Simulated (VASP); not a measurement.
# ZnO (P6_3mc) in VASP: further runs, part 2 of 3

VASP 6.6.1. The steps go on from the part before.

### 4 Electric field gradients, LDA (12.61 Å³/atom)

This run uses another cell than the first one, of 12.61 Å³/atom.

The input, INCAR:

```
SYSTEM = ZnO
PREC = Accurate
ENCUT = 520
EDIFF = 1E-8
ISMEAR = -1
SIGMA = 0.02
LREAL = .FALSE.
LASPH = .TRUE.
NELM = 60
ALGO = Normal
ISIF = 2
LWAVE = .FALSE.
LCHARG = .FALSE.
LEFG = .TRUE.
NBANDS = 26
```

The input, KPOINTS:

```
regular mesh
0
G
  11 11 6
  0 0 0
```

The input, POSCAR:

```
ZnO
1.0
    3.3131286040      0.0000000000      0.0000000000
   -1.6565643020      2.8692535371      0.0000000000
    0.0000000000      0.0000000000      5.3058612053
Zn O
2 2
Direct
    0.3333333333      0.6666666667      0.0000000000
    0.6666666667      0.3333333333      0.5000000000
    0.3333333333      0.6666666667      0.3821000000
    0.6666666667      0.3333333333      0.8821000000
```

Potentials or basis: VASP PAW LDA potentials, release 64 (Zn, O).

On the command line:

```
> cat potpaw_LDA.64/Zn/POTCAR potpaw_LDA.64/O/POTCAR > POTCAR
> mpirun -np 1 vasp_std > vasp.out
```

OUTCAR:

```text
SYSTEM = ZnO
   PREC = Accurate
   ENCUT = 520
   EDIFF = 1E-8
   ISMEAR = -1
   LREAL = .FALSE.
   LASPH = .TRUE.
   NELM = 60
   ISIF = 2

 ion  position               nearest neighbor table
   1  0.333  0.667  0.000-   4 2.01   4 2.01   4 2.01   3 2.03
   2  0.667  0.333  0.500-   3 2.01   3 2.01   3 2.01   4 2.03
   3  0.333  0.667  0.382-   2 2.01   2 2.01   2 2.01   1 2.03
   4  0.667  0.333  0.882-   1 2.01   1 2.01   1 2.01   2 2.03

  LATTYP: Found a hexagonal cell.
 ALAT       =     3.3131286040
 C/A-ratio  =     1.6014655148

  Lattice vectors:

 A1 = (   3.3131286040,   0.0000000000,   0.0000000000)
 A2 = (  -1.6565643020,   2.8692535371,   0.0000000000)
 A3 = (   0.0000000000,   0.0000000000,   5.3058612053)

Analysis of symmetry for initial positions (statically):
=====================================================================
 Subroutine PRICEL returns:
 Original cell was already a primitive cell.

 Routine SETGRP: Setting up the symmetry group for a
 hexagonal supercell.

 Subroutine GETGRP returns: Found 12 space group operations
 (whereof  6 operations were pure point group operations)
 out of a pool of 24 trial point group operations.

The static configuration has the point symmetry C_3v.
 The point group associated with its full space group is C_6v.

Analysis of symmetry for dynamics (positions and initial velocities):
=====================================================================
 Subroutine PRICEL returns:
 Original cell was already a primitive cell.

 Routine SETGRP: Setting up the symmetry group for a
 hexagonal supercell.

 Subroutine GETGRP returns: Found 12 space group operations
 (whereof  6 operations were pure point group operations)
 out of a pool of 24 trial point group operations.

The dynamic configuration has the point symmetry C_3v.
 The point group associated with its full space group is C_6v.

 Subroutine INISYM returns: Found 12 space group operations
 (whereof  6 operations are pure point group operations),
 and found     1 'primitive' translations

----------------------------------------------------------------------------------------

                                     Primitive cell

  volume of cell :      50.4386

  direct lattice vectors                    reciprocal lattice vectors
     3.313128604  0.000000000  0.000000000     0.301829515  0.174261352  0.000000000
    -1.656564302  2.869253537  0.000000000     0.000000000  0.348522704  0.000000000
     0.000000000  0.000000000  5.305861205     0.000000000  0.000000000  0.188470818

  length of vectors
     3.313128604  3.313128604  5.305861205     0.348522704  0.348522704  0.188470818

  position of ions in fractional coordinates (direct lattice)
     0.333333333  0.666666667  0.000000000
     0.666666667  0.333333333  0.500000000
     0.333333333  0.666666667  0.382100000
     0.666666667  0.333333333  0.882100000

  ion indices of the primitive-cell ions
   primitive index   ion index
[... 89 lines left out ...]
   EMIN   =  10.00;   EMAX   =-10.00  energy-range for DOS
   EFERMI =   0.00;   METHOD = LEGACY
   ISMEAR =    -1;   SIGMA  =   0.02  broadening in eV -4-tet -1-fermi 0-gaus
   EFERMI_NEDOS =   21; number of points for ismear=-14 and -15
   IALGO  =     38    algorithm
   IMIX   =      4    mixing-type and parameters
     AMIX     =   0.40;   BMIX     =  1.00
     AMIX_MAG =   1.60;   BMIX_MAG =  1.00
  volume/ion in A,a.u.               =      12.61        85.09
  Fermi-wavevector in a.u.,A,eV,Ry     =   1.463035  2.764735 29.122870  2.140471
  Thomas-Fermi vector in A             =   2.579177
   LORBIT       =      0    0 simple, 1 ext, 2 COOP (PROOUT), +10 PAW based schemes
   GGA     = CA    functional components
   LHFCALC =     F    Hartree Fock is set to
   AEXX    =    0.0000 exact exchange contribution
   IVDW    =     0    specifies the selected vdW correction
   LEPSILON=     F    determine dielectric tensor
   LRPA    =     F    only Hartree local field effects (RPA)
 non-spin polarized calculation
  energy-cutoff  :      520.00
  volume of cell :       50.44
 maximum number of plane-waves:      1387
 NGX is ok and might be reduce to    28
   NGX = 13   NGY = 13   NGZ = 19

 number of electron      36.0000024 magnetization

 Free energy of the ion-electron system (eV)
  ---------------------------------------------------
  ext. energy  EPLUGINS =         0.00000000
  ---------------------------------------------------
  free energy    TOTEN  =       -20.95425729 eV

  energy without entropy =      -20.95425729  energy(sigma->0) =      -20.95425729

 E-fermi :   0.6964     XC(G=0): -11.1602

 val. band max:        0.3621800979   @ k =   0.0000   0.0000   0.0000
 cond. band min:       1.0098043614   @ k =   0.0000   0.0000   0.0000
 fundamental gap:      0.6476242635
 Fermi energy:         0.6963559760

 k-point     1 :       0.0000    0.0000    0.0000
  band No.  band energies     occupation
      1     -16.9853      2.00000
      2     -16.2998      2.00000
      3      -5.1581      2.00000
      4      -5.1581      2.00000
      5      -5.0849      2.00000
      6      -4.9926      2.00000
[... 685 lines left out ...]
     25      12.8811      0.00000
     26      14.3033      0.00000

 [... further k-points ...]

------------------------ aborting loop because EDIFF is reached ----------------------------------------

  FORCE on cell =-STRESS in cart. coord.  units (eV):
  Direction    XX          YY          ZZ          XY          YZ          ZX
  --------------------------------------------------------------------------------------
  -------------------------------------------------------------------------------------
  Total       -4.1142672     -4.1142672     -3.8630164      0.0000000     -0.0000000      0.0000000
  in kB     -130.6892815   -130.6892815   -122.7083251      0.0000000     -0.0000000      0.0000000
  external PRESSURE =    -128.0289627 kB  Pullay stress =       0.0000000 kB

 VOLUME and BASIS-vectors are now :
 -----------------------------------------------------------------------------
  energy-cutoff  :      520.00
  volume of cell :       50.44
      direct lattice vectors                 reciprocal lattice vectors
     3.313128604  0.000000000  0.000000000     0.301829515  0.174261352  0.000000000
    -1.656564302  2.869253537  0.000000000     0.000000000  0.348522704  0.000000000
     0.000000000  0.000000000  5.305861205     0.000000000  0.000000000  0.188470818

 POSITION                                       TOTAL-FORCE (eV/Angst)
 -----------------------------------------------------------------------------------
     -0.00000      1.91284      0.00000        -0.000000      0.000000      0.039652
      1.65656      0.95642      2.65293        -0.000000      0.000000      0.039652
     -0.00000      1.91284      2.02737         0.000000      0.000000     -0.039652
      1.65656      0.95642      4.68030        -0.000000      0.000000     -0.039652
 -----------------------------------------------------------------------------------
    total drift:                               -0.000000      0.000000     -0.000339

  FREE ENERGIE OF THE ION-ELECTRON SYSTEM (eV)
  ---------------------------------------------------
  free  energy   TOTEN  =       -20.9542572930 eV

  energy  without entropy=      -20.9542572927  energy(sigma->0) =      -20.95425729

 Electric field gradients (V/A^2)
---------------------------------------------------------------------
 ion       V_xx      V_yy      V_zz      V_xy      V_xz      V_yz
---------------------------------------------------------------------
   1      -3.571    -3.566     7.136     0.004     0.000    -0.000
   2      -3.571    -3.566     7.136     0.004    -0.000     0.000
   3       1.806     1.807    -3.613     0.001     0.000    -0.000
   4       1.806     1.807    -3.613     0.001    -0.000     0.000
---------------------------------------------------------------------

 Electric field gradients after diagonalization (V/A^2)
 (convention: |V_zz| > |V_xx| > |V_yy|)
----------------------------------------------------------------------
 ion       V_xx      V_yy      V_zz     asymmetry (V_yy - V_xx)/ V_zz
----------------------------------------------------------------------
   1      -3.573    -3.563     7.136       0.001
   2      -3.573    -3.563     7.136       0.001
   3       1.808     1.805    -3.613       0.001
   4       1.808     1.805    -3.613       0.001
----------------------------------------------------------------------

           NMR quadrupolar parameters

 Cq : quadrupolar parameter    Cq=e*Q*V_zz/h
 eta: asymmetry parameters     (V_yy - V_xx)/ V_zz
 Q  : nuclear electric quadrupole moment in mb (millibarn)
----------------------------------------------------------------------
 ion       Cq(MHz)       eta       Q (mb)
----------------------------------------------------------------------
   1       0.017       0.001       1.000
   2       0.017       0.001       1.000
   3      -0.009       0.001       1.000
   4      -0.009       0.001       1.000
----------------------------------------------------------------------
```

stdout:

```text
POSCAR found type information on POSCAR ZnO
 POSCAR found :  2 types and       4 ions
 scaLAPACK will be used
 LDA part: xc-table for (Slater(with rela. corr.)+CA(PZ))
 , standard interpolation
 POSCAR, INCAR and KPOINTS ok, starting setup
 FFT: planning ... GRIDC
 FFT: planning ... GRID_SOFT
 FFT: planning ... GRID
 WAVECAR not read
 entering main loop
ion   1

ion   2

ion   3

ion   4
```

It took 2.6 min on 1 thread of Intel Xeon 8259CL, shared host; peak memory 0.2 GiB.

Results:

- Free energy: -20.9543 eV
- Pressure: -12.8 GPa
- Largest force: 0.040 eV/Å
- Band gap on the k mesh: 0.65 eV
- Largest electric field gradient by atom: Zn +7.1; O -3.6 V/Å²

Forces in eV/Å, atoms in the order of the input:
```
Zn   0.000  0.000  0.040
Zn   0.000  0.000  0.040
O    0.000  0.000 -0.040
O    0.000  0.000 -0.040
```

Stress tensor (GPa, compression positive):
```
-13.07   0.00   0.00
  0.00 -13.07   0.00
  0.00   0.00 -12.27
```

Levels at points of the mesh, in eV from the valence-band top:
```tsv
k point	band 15	band 16	band 17	band 18	band 19	band 20	band 21	band 22
(0.00, 0.00, 0.00)	-0.73	-0.07	0.00	0.00	0.65	4.85	7.92	12.34
(0.00, 0.00, 0.50)	-0.36	-0.36	-0.36	-0.36	3.25	3.25	9.67	9.67
```

Electric field gradients, principal values (V/Å²):
| atom | least | middle | greatest (by size) |
| --- | --- | --- | --- |
| 1 Zn | -3.563 | -3.573 | 7.136 |
| 2 Zn | -3.563 | -3.573 | 7.136 |
| 3 O | 1.805 | 1.808 | -3.613 |
| 4 O | 1.805 | 1.808 | -3.613 |

Caveat: the cell stands under tension; semilocal functionals underestimate gaps, and a narrow one can read as zero; without QUAD_EFG the Cq values of the log hold for a quadrupole moment of 1 mb, not for the nuclei.

[end of part 2 of 3]
